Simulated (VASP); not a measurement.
Input of a VASP 6.6.1 run:

Contents of INCAR:

```
ALGO     = Normal         # electronic algorithm
EDIFF    = 1E-6           # SCF threshold, eV
EDIFFG   = -0.01          # ionic threshold
ENCUT    = 600            # plane-wave cutoff, eV
GGA      = PS             # functional
IBRION   = 2              # ionic algorithm
ISIF     = 3              # what is computed and relaxed
ISMEAR   = 1              # smearing method
LASPH    = True           # aspherical terms in the spheres
LCHARG   = False          # write CHGCAR
LREAL    = False          # projectors in reciprocal space
LWAVE    = False          # write WAVECAR
NELM     = 100            # most SCF steps
NSW      = 80             # ionic steps
PREC     = Accurate       # precision mode
SIGMA    = 0.05           # smearing width, eV
```

Contents of KPOINTS:

```
k-points
0
Gamma
  9 9 5
```

The input POSCAR:

```
Pt
1.0
    2.7700000000      0.0000000000      0.0000000000
   -1.3850000000      2.3988903685      0.0000000000
    0.0000000000      0.0000000000      4.5234100000
Pt
2
Direct
    0.3333333333      0.6666666667      0.2500000000
    0.6666666667      0.3333333333      0.7500000000
```

Potentials or basis: VASP PAW PBE potentials, release 64 (Pt).

Launch:

```console
$ cat potpaw_PBE.64/Pt/POTCAR > POTCAR
$ mpirun -np 1 vasp_std > vasp.out
```

Task: Predict the relaxed volume.

Result: 15.10 Å³/atom.

Task: Predict the band gap on the k mesh.

Result: Zero (band 10 reaches 11.43 eV, above the bottom of band 11 at 10.33 eV).

Task: Predict the relaxed cell.

Result: a = 2.722 Å, b = 2.722 Å, c = 4.708 Å, α = 90.00°, β = 90.00°, γ = 120.00°.

Task: Predict the space group after relaxing (to 0.05 Å).

Result: P6_3/mmc (No. 194).

The path:
```tsv
step	energy change (eV)	largest force (eV/Å)	pressure (GPa)	volume (Å³)
1	0.0000	0.0000	0.97	30.06
2	-0.0397	0.0000	-2.57	30.44
3	-0.0414	0.0000	-2.97	30.50
4	-0.0408	0.0000	-3.65	30.61
5	-0.0418	0.0000	-3.21	30.54
6	-0.0022	0.0000	10.02	29.35
7	-0.0456	0.0000	-0.41	30.25
8	-0.0456	0.0000	-0.36	30.25
9	-0.0457	0.0000	0.18	30.18
10	-0.0458	0.0000	-0.03	30.20
```

Caveat: the PAW data sets were made with another functional, which shifts forces and pressure a little; spin-orbit coupling is left out, which moves the levels of the heavy elements.
